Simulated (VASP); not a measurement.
# C (Fmmm) in VASP: further runs

The runs below take C through single point, with PBEsol.

Everything below comes from runs of VASP 6.6.1. Logs are shortened: lines on timing, memory, paths and dates and some standing lists are left out, and cuts for length are marked.

## Step 1: The cell of the first run

The structure is orthorhombic, space group Fmmm (No. 69). Conventional cell: a = 2.406 Å, b = 4.167 Å, c = 6.559 Å, α = 90.00°, β = 90.00°, γ = 90.00°. Within 1.9 Å of C (site symmetry m2m) lie 3 C at 1.39 Å.

## Step 2: Single point, PBEsol

File INCAR:

```
SYSTEM = C
PREC = Accurate
ENCUT = 520
EDIFF = 1E-7
ISMEAR = 1
SIGMA = 0.0511
LREAL = .False.
LASPH = .True.
NELM = 100
ALGO = Normal
ISIF = 2
LWAVE = .False.
LCHARG = .True.
GGA = PS
LELF = .True.
LVHAR = .True.
NBANDS = 11
```

File KPOINTS:

```
regular mesh
0
Gamma
  14 14 14
  0 0 0
```

File POSCAR:

```
C
1.0
    0.0000000000      2.0835796532      3.2796542920
    1.2029317415      0.0000000000      3.2796542920
    1.2029317415      2.0835796532      0.0000000000
C
2
Direct
    0.1666666667      0.8333333333      0.1666666667
    0.8333333333      0.1666666667      0.8333333333
```

Potentials or basis: VASP PAW PBE potentials, release 64 (C).

Launch:

```console
$ cat potpaw_PBE.64/C/POTCAR > POTCAR
$ mpirun -np 1 vasp_std > vasp.out
```

OUTCAR:

```text
SYSTEM = C
   PREC = Accurate
   ENCUT = 520
   EDIFF = 1E-7
   ISMEAR = 1
   LREAL = .False.
   LASPH = .True.
   NELM = 100
   ISIF = 2
   GGA = PS

 ion  position               nearest neighbor table
   1  0.167  0.833  0.167-   2 1.39   2 1.39   2 1.39
   2  0.833  0.167  0.833-   1 1.39   1 1.39   1 1.39

  LATTYP: Found a face centered orthorhombic cell.
 ALAT       =     2.4058634830
 B/A-ratio  =     1.7320846905
 C/A-ratio  =     2.7263843648

  Lattice vectors:

 A1 = (   0.0000000000,   2.0835796532,   3.2796542920)
 A2 = (   1.2029317415,   0.0000000000,   3.2796542920)
 A3 = (   1.2029317415,   2.0835796532,   0.0000000000)

Analysis of symmetry for initial positions (statically):
=====================================================================
 Subroutine PRICEL returns:
 Original cell was already a primitive cell.

 Routine SETGRP: Setting up the symmetry group for a
 face centered orthorhombic supercell.

 Subroutine GETGRP returns: Found  8 space group operations
 (whereof  8 operations were pure point group operations)
 out of a pool of  8 trial point group operations.

The static configuration has the point symmetry D_2h.

Analysis of symmetry for dynamics (positions and initial velocities):
=====================================================================
 Subroutine PRICEL returns:
 Original cell was already a primitive cell.

 Routine SETGRP: Setting up the symmetry group for a
 face centered orthorhombic supercell.

 Subroutine GETGRP returns: Found  8 space group operations
 (whereof  8 operations were pure point group operations)
 out of a pool of  8 trial point group operations.

The dynamic configuration has the point symmetry D_2h.

 Subroutine INISYM returns: Found  8 space group operations
 (whereof  8 operations are pure point group operations),
 and found     1 'primitive' translations

----------------------------------------------------------------------------------------

                                     Primitive cell

  volume of cell :      16.4403

  direct lattice vectors                    reciprocal lattice vectors
     0.000000000  2.083579653  3.279654292    -0.415651182  0.239971627  0.152455093
     1.202931742  0.000000000  3.279654292     0.415651182 -0.239971627  0.152455093
     1.202931742  2.083579653  0.000000000     0.415651182  0.239971627 -0.152455093

  length of vectors
     3.885541976  3.493304603  2.405898781     0.503582011  0.503582011  0.503582011

[... 88 lines left out ...]
   POTIM  = 0.5000    time-step for ionic-motion
   TEBEG  =    0.0;   TEEND  =   0.0 temperature during run
   PSTRESS=    0.0 pullay stress
   NELECT =       8.0000    total number of electrons
   NUPDOWN=      -1.0000    fix difference up-down
   EMIN   =  10.00;   EMAX   =-10.00  energy-range for DOS
   EFERMI =   0.00;   METHOD = LEGACY
   ISMEAR =     1;   SIGMA  =   0.05  broadening in eV -4-tet -1-fermi 0-gaus
   EFERMI_NEDOS =   21; number of points for ismear=-14 and -15
   IALGO  =     38    algorithm
   IMIX   =      4    mixing-type and parameters
     AMIX     =   0.40;   BMIX     =  1.00
     AMIX_MAG =   1.60;   BMIX_MAG =  1.00
  volume/ion in A,a.u.               =       8.22        55.47
  Fermi-wavevector in a.u.,A,eV,Ry     =   1.287662  2.433328 22.559448  1.658073
  Thomas-Fermi vector in A             =   2.419662
   LORBIT       =      0    0 simple, 1 ext, 2 COOP (PROOUT), +10 PAW based schemes
   GGA     = PS    functional components
   LHFCALC =     F    Hartree Fock is set to
   AEXX    =    0.0000 exact exchange contribution
   IVDW    =     0    specifies the selected vdW correction
   LEPSILON=     F    determine dielectric tensor
   LRPA    =     F    only Hartree local field effects (RPA)
 non-spin polarized calculation
 Methfessel and Paxton  Order N= 1 SIGMA  =   0.05
  energy-cutoff  :      520.00
  volume of cell :       16.44
 maximum number of plane-waves:       462
 NGX is ok and might be reduce to    30
   NGX = 15   NGY = 13   NGZ =  9

 number of electron       7.9999999 magnetization

 Free energy of the ion-electron system (eV)
  ---------------------------------------------------
  ext. energy  EPLUGINS =         0.00000000
  ---------------------------------------------------
  free energy    TOTEN  =       -19.20457645 eV

  energy without entropy =      -19.20457883  energy(sigma->0) =      -19.20457724

 E-fermi :   5.4642     XC(G=0): -10.8534

 val. band max:        5.4215282798   @ k =   0.5000  -0.1429   0.3571
 cond. band min:       5.7394098249   @ k =  -0.1429   0.2143   0.2857
 fundamental gap:      0.3178815451
 Fermi energy:         5.4641950869

 k-point     1 :       0.0000    0.0000    0.0000
  band No.  band energies     occupation
      1     -14.9760      2.00000
      2      -1.7063      2.00000
      3       2.3155      2.00000
      4       2.3460      2.00000
      5       9.1978      0.00000
      6      14.0504      0.00000
      7      14.1300      0.00000
      8      17.5720      0.00000
      9      19.6971      0.00000
     10      28.5645      0.00000
     11      31.7862      0.00000
[... 309 lines left out ...]
 k-point    24 :       0.2857    0.1429   -0.0000
  band No.  band energies     occupation
      1     -14.3395      2.00000
      2      -2.0743      2.00000
      3       0.5206      2.00000
      4       1.3657      2.00000
      5      11.9300      0.00000
      6      14.2213      0.00000
      7      15.8439      0.00000
      8      16.1624      0.00000
      9      20.4467      0.00000
     10      27.9146      0.00000
     11      29.9193      0.00000

 [... further k-points ...]

------------------------ aborting loop because EDIFF is reached ----------------------------------------

  FORCE on cell =-STRESS in cart. coord.  units (eV):
  Direction    XX          YY          ZZ          XY          YZ          ZX
  --------------------------------------------------------------------------------------
  -------------------------------------------------------------------------------------
  Total        3.2539195      3.2559005      0.2596715     -0.0000000      0.0000000      0.0000000
  in kB      317.1087560    317.3018111     25.3061327     -0.0000000      0.0000000      0.0000000
  external PRESSURE =     219.9055666 kB  Pullay stress =       0.0000000 kB

 VOLUME and BASIS-vectors are now :
 -----------------------------------------------------------------------------
  energy-cutoff  :      520.00
  volume of cell :       16.44
      direct lattice vectors                 reciprocal lattice vectors
     0.000000000  2.083579653  3.279654292    -0.415651182  0.239971627  0.152455093
     1.202931742  0.000000000  3.279654292     0.415651182 -0.239971627  0.152455093
     1.202931742  2.083579653  0.000000000     0.415651182  0.239971627 -0.152455093

 POSITION                                       TOTAL-FORCE (eV/Angst)
 -----------------------------------------------------------------------------------
      1.20293      0.69453      3.27965         0.000000      0.037670      0.000000
      1.20293      3.47263      3.27965         0.000000     -0.037670      0.000000
 -----------------------------------------------------------------------------------
    total drift:                               -0.000000     -0.000000     -0.000000

  FREE ENERGIE OF THE ION-ELECTRON SYSTEM (eV)
  ---------------------------------------------------
  free  energy   TOTEN  =       -19.2045764457 eV

  energy  without entropy=      -19.2045788285  energy(sigma->0) =      -19.20457724
```

OSZICAR:

```text
N       E                     dE             d eps       ncg     rms          rms(c)
DAV:   1    -0.298248658138E+00   -0.29825E+00   -0.41071E+03  9507   0.650E+02
DAV:   2    -0.202050526161E+02   -0.19907E+02   -0.19113E+02 12262   0.121E+02
DAV:   3    -0.206486241723E+02   -0.44357E+00   -0.44276E+00 11819   0.145E+01
DAV:   4    -0.206501688111E+02   -0.15446E-02   -0.15445E-02 10806   0.104E+00
DAV:   5    -0.206501748558E+02   -0.60448E-05   -0.60447E-05 12067   0.585E-02    0.697E+00
DAV:   6    -0.195473102987E+02    0.11029E+01   -0.95730E-01 10757   0.567E+00    0.402E+00
DAV:   7    -0.192025222162E+02    0.34479E+00   -0.10317E+00 11101   0.596E+00    0.111E+00
DAV:   8    -0.192049131472E+02   -0.23909E-02   -0.23086E-02 10449   0.982E-01    0.157E-01
DAV:   9    -0.192045362347E+02    0.37691E-03   -0.80794E-04 11362   0.172E-01    0.635E-02
DAV:  10    -0.192045772324E+02   -0.40998E-04   -0.11930E-04 10901   0.758E-02    0.318E-02
DAV:  11    -0.192045763483E+02    0.88415E-06   -0.55936E-06 11342   0.138E-02    0.761E-03
DAV:  12    -0.192045764945E+02   -0.14622E-06   -0.25427E-07 10915   0.363E-03    0.232E-03
DAV:  13    -0.192045764457E+02    0.48810E-07   -0.95901E-08 11028   0.188E-03
   1 F= -.19204576E+02 E0= -.19204577E+02  d E =0.238280E-05
```

Run time: 1.8 min. Hardware: 1 thread of Intel Xeon 8259CL, shared host; peak memory 0.18 GiB.

What came out:

```yaml
Free_energy: -19.2046 eV
Pressure: 22.0 GPa
Largest_force: 0.038 eV/Å
```

Forces in eV/Å, atoms in the order of the input:
```
C    0.000  0.038  0.000
C    0.000 -0.038  0.000
```

Caveat: the cell stands under pressure; this functional lacks dispersion, which binds the layers, so the pressure and a relaxed spacing across them are unreliable; the PAW data sets were made with another functional, which shifts forces and pressure a little.

## Step 3: Single point, PBEsol

This run uses another cell than the first one, of 8.40 Å³/atom.

File INCAR:

```
PREC = Accurate
ENCUT = 520
EDIFF = 1E-6
ISMEAR = 1
SIGMA = 0.0522
LREAL = F
LASPH = T
NELM = 100
ALGO = Normal
ISIF = 2
LWAVE = F
LCHARG = T
GGA = PS
LELF = T
LVHAR = T
NBANDS = 11
```

File KPOINTS:

```
regular mesh
0
Gamma
  14 14 14
```

File POSCAR:

```
C
1.0
    0.0000000000      2.0982532328      3.3027512099
    1.2114033709      0.0000000000      3.3027512099
    1.2114033709      2.0982532328      0.0000000000
C
2
Direct
    0.1666666667      0.8333333333      0.1666666667
    0.8333333333      0.1666666667      0.8333333333
```

Potentials or basis: VASP PAW PBE potentials, release 64 (C).

Launch:

```console
$ cat potpaw_PBE.64/C/POTCAR > POTCAR
$ mpirun -np 1 vasp_std > vasp.out
```

Wall time 1.8 min (1 thread of Intel Xeon 8259CL, shared host); peak memory 0.18 GiB.

Results (log left out):

- Free energy: -19.2448 eV
- Pressure: 14.7 GPa
- Largest force: 0.036 eV/Å

Forces on the atoms (eV/Å):
```
C    0.000  0.036  0.000
C    0.000 -0.036  0.000
```

Stress tensor (GPa, compression positive):
```
21.00  0.00  0.00
 0.00 21.01  0.00
 0.00  0.00  2.23
```

Caveat: the cell stands under pressure; this functional lacks dispersion, which binds the layers, so the pressure and a relaxed spacing across them are unreliable; the PAW data sets were made with another functional, which shifts forces and pressure a little.

(Part 1 of 2 ends here.)
